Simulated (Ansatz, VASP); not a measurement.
**Cu in VASP and in Ansatz**

```
CELL_PARAMETERS angstrom
-1.44510 1.44510 1.36000
1.44510 -1.44510 1.36000
1.44510 1.44510 -1.36000
ATOMIC_POSITIONS crystal
Cu 0.00000 0.00000 0.00000
```

Alike in both runs: functional PBEsol; k mesh 20 × 20 × 20; occupations gaussian, width 0.1 eV; no spin polarisation.

Ansatz relaxed the structure, and its values are those at the end. VASP's run is a single point on that final structure, the one shown.

|  | VASP | Ansatz |
| --- | --- | --- |
| version | VASP 6.6.1 | Ansatz 0.2.0 |
| potentials or method | VASP PAW PBE potentials, release 64 (Cu), cutoff 520 eV | scalar-relativistic, plane waves, PAW |
| valence electrons in the cell | 11 | 19 |

Ansatz gave:

| Item | Value |
| --- | --- |
| gap on the k mesh at the Fermi level (eV) | none |
| pressure (GPa) | 0.0 |

Task: Which values does VASP return?

Result: gap on the k mesh at the Fermi level (eV): none; pressure (GPa): 0.7.

VASP's potentials were made for PBE, not for PBEsol. A gap of «none» marks a metal or a gap that the smearing closes. VASP's potentials hold 11 valence electrons a cell and Ansatz's 19, so a difference there can come from the potentials and not from the codes.
